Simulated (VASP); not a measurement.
# Cu (Fm-3m) in VASP: a series of runs

Cu is run at these levels: PBEsol-based screened hybrid; tasks: single point.

All numbers are computed with VASP 6.6.1; they aren't measurements. Logs are shortened: lines on timing, memory, paths and dates and some standing lists are left out, and cuts for length are marked.

## 1. The cell of the first run

It takes space group Fm-3m (No. 225, cubic). Conventional cell: a = 3.615 Å, b = 3.615 Å, c = 3.615 Å, α = 90.00°, β = 90.00°, γ = 90.00°. Within 3.4 Å of Cu (site symmetry m-3m) lie 12 Cu at 2.56 Å.

## 2. Single point, PBEsol-based screened hybrid

The input, POSCAR:

```
Cu
1.0
    0.0000000000      1.8075000000      1.8075000000
    1.8075000000      0.0000000000      1.8075000000
    1.8075000000      1.8075000000      0.0000000000
Cu
1
Direct
    0.0000000000      0.0000000000      0.0000000000
```

The input, INCAR.step1:

```
SYSTEM = Cu
ALGO = Normal ; EDIFF = 1E-5
ENCUT = 520 ; GGA = PE
ISIF = 2 ; ISMEAR = -1
LASPH = .True. ; LCHARG = .False.
LREAL = .False. ; LWAVE = .True.
NBANDS = 12 ; NELM = 80
PREC = Accurate ; SIGMA = 0.05
```

The input, INCAR.step2:

```
SYSTEM = Cu
AEXX = 0.25 ; ALGO = Normal
EDIFF = 1E-6 ; ENCUT = 520
GGA = PS ; HFSCREEN = 0.207
ISIF = 2 ; ISMEAR = -1
ISTART = 1 ; LASPH = .True.
LCHARG = .False. ; LHFCALC = .True.
LREAL = .False. ; LWAVE = .False.
NBANDS = 12 ; NELM = 80
PREC = Accurate ; PRECFOCK = Normal
SIGMA = 0.05
```

The input, KPOINTS:

```
k-points
0
Gamma
  7 7 7
  0 0 0
```

Potentials or basis: VASP PAW PBE potentials, release 64 (Cu).

On the command line:

```bash
cat potpaw_PBE.64/Cu/POTCAR > POTCAR
cp INCAR.step1 INCAR
mpirun -np 1 vasp_std > vasp.out
cp INCAR.step2 INCAR
mpirun -np 1 vasp_std > vasp.out
```

OUTCAR:

```text
SYSTEM = Cu
   AEXX = 0.25
   EDIFF = 1E-6
   ENCUT = 520
   GGA = PS
   HFSCREEN = 0.207
   ISIF = 2
   ISMEAR = -1
   ISTART = 1
   LASPH = .True.
   LHFCALC = .True.
   LREAL = .False.
   NELM = 80
   PREC = Accurate
   PRECFOCK = Normal

 ion  position               nearest neighbor table
   1  0.000  0.000  0.000-

  LATTYP: Found a face centered cubic cell.
 ALAT       =     3.6150000000

  Lattice vectors:

 A1 = (   0.0000000000,   1.8075000000,   1.8075000000)
 A2 = (   1.8075000000,   0.0000000000,   1.8075000000)
 A3 = (   1.8075000000,   1.8075000000,   0.0000000000)

Analysis of symmetry for initial positions (statically):
=====================================================================
 Subroutine PRICEL returns:
 Original cell was already a primitive cell.

 Routine SETGRP: Setting up the symmetry group for a
 face centered cubic supercell.

 Subroutine GETGRP returns: Found 48 space group operations
[... 9 lines left out ...]

 Routine SETGRP: Setting up the symmetry group for a
 face centered cubic supercell.

 Subroutine GETGRP returns: Found 48 space group operations
[... 11 lines left out ...]
                                     Primitive cell

  volume of cell :      11.8104

  direct lattice vectors                    reciprocal lattice vectors
     0.000000000  1.807500000  1.807500000    -0.276625173  0.276625173  0.276625173
     1.807500000  0.000000000  1.807500000     0.276625173 -0.276625173  0.276625173
     1.807500000  1.807500000  0.000000000     0.276625173  0.276625173 -0.276625173

  length of vectors
     2.556191014  2.556191014  2.556191014     0.479128854  0.479128854  0.479128854

  position of ions in fractional coordinates (direct lattice)
     0.000000000  0.000000000  0.000000000

  ion indices of the primitive-cell ions
   primitive index   ion index
                 1           1

----------------------------------------------------------------------------------------

 KPOINTS: k-points

Automatic generation of k-mesh.
 Grid dimensions read from file:
 generate k-points for:    7    7    7

 Generating k-lattice:

  Cartesian coordinates                     Fractional coordinates (reciprocal lattice)
    -0.039517882  0.039517882  0.039517882     0.142857143  0.000000000  0.000000000
     0.039517882 -0.039517882  0.039517882     0.000000000  0.142857143  0.000000000
     0.039517882  0.039517882 -0.039517882     0.000000000  0.000000000  0.142857143

  Length of vectors
     0.068446979  0.068446979  0.068446979

  Shift w.r.t. Gamma in fractional coordinates (k-lattice)
     0.000000000  0.000000000  0.000000000

 Subroutine IBZKPT returns following result:
 ===========================================

 Found     20 irreducible k-points:

 Following reciprocal coordinates:
            Coordinates               Weight
  0.000000  0.000000  0.000000      1.000000
  0.142857  0.000000  0.000000      8.000000
  0.285714  0.000000  0.000000      8.000000
  0.428571  0.000000  0.000000      8.000000
  0.142857  0.142857  0.000000      6.000000
  0.285714  0.142857  0.000000     24.000000
[... 12 lines left out ...]
 -0.428571  0.428571  0.142857     24.000000
 -0.285714  0.428571  0.142857     24.000000
   k-points           NKPTS =     20   k-points in BZ     NKDIM =    343   number of bands    NBANDS=     12
   number of dos      NEDOS =    301   number of ions     NIONS =      1
   total plane-waves  NPLWV =   8000
   dimension x,y,z NGX =    20 NGY =   20 NGZ =   20
   dimension x,y,z NGXF=    40 NGYF=   40 NGZF=   40
   ions per type =               1
   NGX,Y,Z   is equivalent  to a cutoff of  13.01, 13.01, 13.01 a.u.
   NGXF,Y,Z  is equivalent  to a cutoff of  26.01, 26.01, 26.01 a.u.
 SYSTEM =  Cu
   PREC   = accura    normal or accurate (medium, high low for compatibility)
   ISTART =      1    job   : 0-new  1-cont  2-samecut
   ICHARG =      0    charge: 1-file 2-atom 10-const
   ISPIN  =      1    spin polarized calculation?
   LNONCOLLINEAR =      F non collinear calculations
   LSORBIT =      F    spin-orbit coupling
   LASPH  =      T    aspherical Exc in radial PAW
   ENCUT  =  520.0 eV  38.22 Ry    6.18 a.u.   4.75  4.75  4.75*2*pi/ulx,y,z
   NELM   =     80;   NELMIN=  2; NELMDL=  0     # of ELM steps
   EDIFF  = 0.1E-05   stopping-criterion for ELM
   LREAL  =      F    real-space projection
   EDIFFG = 0.1E-04   stopping-criterion for IOM
   NSW    =      0    number of steps for IOM
   IBRION =     -1    ionic relax: 0-MD 1-quasi-New 2-CG
   NFREE  =      0    steps in history (QN), initial steepest desc. (CG)
   ISIF   =      2    stress and relaxation
   ISYM   =      3    0-nonsym 1-usesym 2-fastsym
   POTIM  = 0.5000    time-step for ionic-motion
   TEBEG  =    0.0;   TEEND  =   0.0 temperature during run
   PSTRESS=    0.0 pullay stress
   NELECT =      11.0000    total number of electrons
   NUPDOWN=      -1.0000    fix difference up-down
   EMIN   =  10.00;   EMAX   =-10.00  energy-range for DOS
   EFERMI =   0.00;   METHOD = LEGACY
   ISMEAR =    -1;   SIGMA  =   0.05  broadening in eV -4-tet -1-fermi 0-gaus
   EFERMI_NEDOS =   21; number of points for ismear=-14 and -15
   IALGO  =     38    algorithm
   IMIX   =      1    mixing-type and parameters
     AMIX     =   0.40;   BMIX     =  1.00
     AMIX_MAG =   1.60;   BMIX_MAG =  1.00
  volume/ion in A,a.u.               =      11.81        79.70
  Fermi-wavevector in a.u.,A,eV,Ry     =   1.598763  3.021224 34.777078  2.556043
  Thomas-Fermi vector in A             =   2.696162
   LORBIT       =      0    0 simple, 1 ext, 2 COOP (PROOUT), +10 PAW based schemes
   GGA     = PS    functional components
   LHFCALC =     T    Hartree Fock is set to
   PRECFOCK=normal    Normal, Fast or Accurate (Low or Medium for compatibility)
   ENCUT4O =  -1.0   cutoff for four orbital integrals eV
   NKREDX  =     1    reduce k-point grid by
   NKREDY  =     1    reduce k-point grid by
   NKREDZ  =     1    reduce k-point grid by
   AEXX    =    0.2500 exact exchange contribution
   HFSCREEN=    0.2070 screening length (either q_TF or 0.3 A-1)
   HFSCREENC=   0.2070 screening length for correlation (either q_TF or 0.3 A-1)
   ENCUTFOCK=  -1.0 apply spherical cutoff to Coloumb kernel
   IVDW    =     0    specifies the selected vdW correction
   LEPSILON=     F    determine dielectric tensor
   LRPA    =     F    only Hartree local field effects (RPA)
 non-spin polarized calculation
  energy-cutoff  :      520.00
  volume of cell :       11.81
 maximum number of plane-waves:       331
  NGX = 16; NGY = 16; NGZ = 16

 number of electron      11.0000002 magnetization

 Free energy of the ion-electron system (eV)
  ---------------------------------------------------
  ext. energy  EPLUGINS =         0.00000000
  ---------------------------------------------------
  free energy    TOTEN  =        -4.10622733 eV

  energy without entropy =       -4.10496343  energy(sigma->0) =       -4.10559538

 E-fermi :   7.5640     XC(G=0): -10.4452

 val. band max:        6.3141389614   @ k =   0.4286   0.2857   0.0000
 cond. band min:       7.5820635428   @ k =   0.4286   0.4286   0.0000
 fundamental gap:      1.2679245813
 Fermi energy:         7.5639907843

 k-point     1 :       0.0000    0.0000    0.0000
  band No.  band energies     occupation
      1      -3.1744      2.00000
      2       2.7458      2.00000
      3       2.7458      2.00000
      4       2.7458      2.00000
      5       3.5674      2.00000
      6       3.5674      2.00000
      7      31.0061      0.00000
      8      33.9675      0.00000
      9      33.9675      0.00000
     10      33.9675      0.00000
     11      36.6085      0.00000
     12      36.6085      0.00000

 k-point     2 :       0.1429    0.0000    0.0000
  band No.  band energies     occupation
      1      -2.3509      2.00000
      2       2.6152      2.00000
      3       2.8717      2.00000
      4       2.8717      2.00000
      5       3.5455      2.00000
      6       3.5455      2.00000
      7      26.4643      0.00000
      8      31.6225      0.00000
      9      32.6056      0.00000
     10      32.6056      0.00000
     11      38.2283      0.00000
     12      38.6925      0.00000

 k-point     3 :       0.2857    0.0000    0.0000
  band No.  band energies     occupation
      1      -0.2969      2.00000
      2       2.7513      2.00000
      3       2.8626      2.00000
      4       2.8626      2.00000
      5       3.8263      2.00000
      6       3.8263      2.00000
      7      19.1199      0.00000
      8      30.5858      0.00000
      9      31.3799      0.00000
     10      31.3799      0.00000
     11      36.4573      0.00000
     12      36.4573      0.00000

 k-point     4 :       0.4286    0.0000    0.0000
  band No.  band energies     occupation
      1       0.7173      2.00000
      2       2.7026      2.00000
      3       2.7026      2.00000
      4       4.2508      2.00000
      5       4.2508      2.00000
      6       5.2125      2.00000
      7      13.0202      0.00000
      8      29.5715      0.00000
      9      30.9051      0.00000
     10      30.9051      0.00000
     11      34.1426      0.00000
     12      34.1426      0.00000

 k-point     5 :       0.1429    0.1429    0.0000
  band No.  band energies     occupation
      1      -2.0819      2.00000
      2       2.4524      2.00000
      3       3.0107      2.00000
      4       3.0107      2.00000
      5       3.3270      2.00000
      6       3.6849      2.00000
      7      29.0731      0.00000
      8      29.3348      0.00000
      9      29.3348      0.00000
     10      31.0277      0.00000
     11      36.0330      0.00000
     12      40.6630      0.00000
[... 168 lines left out ...]
      1       1.0443      2.00000
      2       2.0024      2.00000
      3       2.6137      2.00000
      4       3.6180      2.00000
      5       3.7057      2.00000
      6       5.3499      2.00000
      7      20.3403      0.00000
      8      21.1619      0.00000
      9      25.8472      0.00000
     10      32.7777      0.00000
     11      34.6649      0.00000
     12      39.1775      0.00000

 k-point    18 :      -0.4286    0.2857    0.1429
  band No.  band energies     occupation
      1       1.6534      2.00000
      2       2.0704      2.00000
      3       2.5640      2.00000
      4       3.3971      2.00000
      5       4.1973      2.00000
      6       8.6866      0.00000
      7      14.3736      0.00000
      8      21.0093      0.00000
      9      22.8225      0.00000
     10      32.9302      0.00000
     11      36.2643      0.00000
     12      41.4429      0.00000

 k-point    19 :      -0.4286    0.4286    0.1429
  band No.  band energies     occupation
      1       1.2840      2.00000
      2       1.6439      2.00000
      3       3.1832      2.00000
      4       3.8994      2.00000
      5       4.3907      2.00000
      6       9.5116      0.00000
      7      17.7638      0.00000
      8      18.0329      0.00000
      9      19.2102      0.00000
     10      31.3030      0.00000
     11      33.8829      0.00000
     12      42.6345      0.00000

 k-point    20 :      -0.2857    0.4286    0.1429
  band No.  band energies     occupation
      1       1.6181      2.00000
      2       1.9894      2.00000
      3       2.6008      2.00000
      4       3.6007      2.00000
      5       4.3855      2.00000
      6      12.9962      0.00000
      7      13.5414      0.00000
      8      16.5679      0.00000
      9      20.0982      0.00000
     10      32.9888      0.00000
     11      39.3559      0.00000
     12      39.7620      0.00000

------------------------ aborting loop because EDIFF is reached ----------------------------------------

  FORCE on cell =-STRESS in cart. coord.  units (eV):
  Direction    XX          YY          ZZ          XY          YZ          ZX
  --------------------------------------------------------------------------------------
  -------------------------------------------------------------------------------------
  Total       -0.3075252     -0.3075252     -0.3075252      0.0000000      0.0000000     -0.0000000
  in kB      -41.7182786    -41.7182786    -41.7182786      0.0000000      0.0000000     -0.0000000
  external PRESSURE =     -41.7182786 kB  Pullay stress =       0.0000000 kB

 VOLUME and BASIS-vectors are now :
 -----------------------------------------------------------------------------
  energy-cutoff  :      520.00
  volume of cell :       11.81
      direct lattice vectors                 reciprocal lattice vectors
     0.000000000  1.807500000  1.807500000    -0.276625173  0.276625173  0.276625173
     1.807500000  0.000000000  1.807500000     0.276625173 -0.276625173  0.276625173
     1.807500000  1.807500000  0.000000000     0.276625173  0.276625173 -0.276625173

 POSITION                                       TOTAL-FORCE (eV/Angst)
 -----------------------------------------------------------------------------------
      0.00000      0.00000      0.00000        -0.000000     -0.000000      0.000000
 -----------------------------------------------------------------------------------
    total drift:                               -0.000017      0.000013      0.000013

  FREE ENERGIE OF THE ION-ELECTRON SYSTEM (eV)
  ---------------------------------------------------
  free  energy   TOTEN  =        -4.1062273297 eV

  energy  without entropy=       -4.1049634253  energy(sigma->0) =       -4.10559538
```

It took 17 min on 1 thread of Intel Xeon Platinum 8375C at 2.90GHz (Ice Lake), shared host; peak memory 0.23 GiB.

Results:

```yaml
Free_energy: -4.1062 eV
Pressure: -4.2 GPa
```

Caveat: the k points lie up to 0.43 Å⁻¹ apart; the PAW data sets were made with another functional, which shifts forces and pressure a little.

(Part 1 of 2 ends here.)
